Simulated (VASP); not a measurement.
Here is a VASP 6.6.1 calculation.

INCAR

```
PREC = Accurate
ENCUT = 520
EDIFF = 1E-6
ISMEAR = -1
SIGMA = 0.05
LREAL = Auto
LASPH = True
NELM = 60
ALGO = Normal
ISIF = 2
LWAVE = False
LCHARG = True
GGA = PE
IVDW = 12
LELF = True
LVHAR = True
NBANDS = 119
```

The input KPOINTS:

```
regular mesh
0
Gamma
  3 2 1
```

The input POSCAR:

```
Sc18Pt
1.0
    6.6200000000      0.0000000000      0.0000000000
    4.9650000000      8.5996320000      0.0000000000
    0.0000000000      0.0000000000     16.2761400000
Sc Pt
18 1
Direct
    0.0000000000      0.0000000000      0.0614396288
    0.5000000000      0.0000000000      0.0614396288
    0.0000000000      0.3333333333      0.0614396288
    0.5000000000      0.3333333333      0.0614396288
    0.0000000000      0.6666666667      0.0614396288
    0.5000000000      0.6666666667      0.0614396288
   -0.1670620373      0.2220253146      0.2136934801
    0.3329147561      0.2233476967      0.2147966901
   -0.1700660789      0.5570089511      0.2139591451
    0.3359563894      0.5551429410      0.2148415411
   -0.1667499091      0.8890425776      0.2087870343
    0.3346979253      0.8869985367      0.2135861451
   -0.0016959951     -0.0008095695      0.3648392063
    0.5037011267     -0.0014649464      0.3655222307
   -0.0032385505      0.3349279365      0.3664762653
    0.5035653500      0.3313855756      0.3688952049
   -0.0001426763      0.6669854012      0.3655106801
    0.5001836442      0.6666159668      0.3698263839
    0.8349459420     -0.1115738441      0.4715150521
```

Potentials or basis: VASP PAW PBE potentials, release 64 (Sc_sv, Pt).

The run is started by

```bash
$ cat potpaw_PBE.64/Sc_sv/POTCAR potpaw_PBE.64/Pt/POTCAR > POTCAR
$ mpirun -np 1 vasp_std > vasp.out
```

Question: What does it give for the band gap on the k mesh?

Answer: Zero (bands 104 and 105 overlap by 0.06 eV).

Question: Predict the dispersion energy per atom.

Answer: -0.283 eV.

Forces on the atoms (eV/Å):
```
Sc   0.043  0.027 -0.084
Sc  -0.044  0.045 -0.056
Sc  -0.007  0.016  0.054
Sc   0.007 -0.016  0.037
Sc   0.001 -0.066 -0.047
Sc  -0.001 -0.007  0.048
Sc   0.001  0.000  0.000
Sc  -0.002 -0.001 -0.002
Sc   0.000  0.001  0.001
Sc   0.001  0.002 -0.001
Sc   0.003 -0.001  0.006
Sc   0.001  0.000  0.000
Sc   0.016  0.009 -0.010
Sc  -0.020  0.013 -0.008
Sc   0.001  0.000  0.009
Sc  -0.003 -0.003  0.007
Sc   0.000 -0.020 -0.008
Sc   0.002  0.002  0.008
Pt  -0.001  0.000  0.045
```

Caveat: the k points lie up to 0.37 Å⁻¹ apart; there is no dipole correction, which matters where the two faces differ; spin-orbit coupling is left out, which moves the levels of the heavy elements.
